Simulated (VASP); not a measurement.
Write the native input for VASP 6.6.1 that does the following.

```
Task                   : single point
Functional             : PBE
Potentials or basis    : VASP PAW PBE potentials, release 64 (Si, Ti_sv)
Cutoff                 : 520 eV
k mesh                 : 1 × 1 × 1, shifted
Occupations            : fermi-dirac, width 0.2163 eV
Spin                   : no spin polarisation
Dipole correction      : no
Further INCAR settings : LREAL = Auto; ALGO = Normal; EDIFF = 1e-06; NBANDS = 82; ISYM = 0
```

The structure of TiSi5 lies in POSCAR:

```
TiSi5
1.0
    7.3792880000     -0.0073480000     -0.0270630000
   -0.0073480000      7.1740870000     -0.0200730000
   -0.0270630000     -0.0200730000      7.3139990000
Si Ti
20 4
Direct
   -0.1401052912      0.6929986055      0.0619130371
    0.5159993981      0.6356930212      1.2334217926
    0.1947772945      0.7026013757      0.2769477512
   -0.0141433629      0.2673055508      0.3075376224
   -0.0745614269      0.8291349720      0.4298959257
    0.4165113675      0.7308830539      0.7247092955
    0.5033830375      0.5442423172      0.9793191975
    1.2305769220      0.3626793128      0.1181519392
    0.5610326142      0.3679274568      0.6484390596
    0.5545192188      0.0460584667      0.7919513641
    0.0309593362      0.8279567739      0.7049488835
    0.2314010816      0.1824300079      0.7954672027
    0.2865447507      0.0245160591      0.4682812879
    0.8469446667      0.4958291678      0.4123069531
    0.5451186956      0.2437917921      0.3059330716
    1.0443607674      0.0370873226      1.0704785425
    0.7615921841      0.6003991467     -0.2844351248
    0.6334489782      0.0354758507      0.4930631159
    0.3053924255     -0.1776778044      1.0054774835
    0.6926546714     -0.0091853861      0.0824298629
    0.2854115838      0.4110321088      0.4475117841
    0.7994687078      0.3182181407      0.0225242872
    0.1095590683      0.5362756784      0.8068715430
    0.9099374511      0.1609263708      0.6887642331
```

The input as run:

INCAR

```
ALGO = Normal
EDIFF = 1E-6
ENCUT = 520
GGA = PE
ISIF = 2
ISMEAR = -1
ISYM = 0
LASPH = True
LCHARG = False
LREAL = Auto
LWAVE = False
NBANDS = 82
NELM = 60
PREC = Accurate
SIGMA = 0.2163
```

KPOINTS

```
Automatic mesh
0
Gamma
  1 1 1
  0.25 0.25 0.25
```

Potentials or basis: VASP PAW PBE potentials, release 64 (Si, Ti_sv).

Run with:

```sh
$ cat potpaw_PBE.64/Si/POTCAR potpaw_PBE.64/Ti_sv/POTCAR > POTCAR
$ mpirun -np 1 vasp_std > vasp.out
```

Results of the run:

```
Pressure               : 4.4 GPa
Largest force          : 7.054 eV/Å
Band gap on the k mesh : 0.27 eV
```

Caveat: the k points lie up to 0.88 Å⁻¹ apart.

It took 43 s on 1 thread of Intel(R) Xeon(R) 6975P-C (Granite Rapids), on a shared host, peak memory 0.37 GiB.
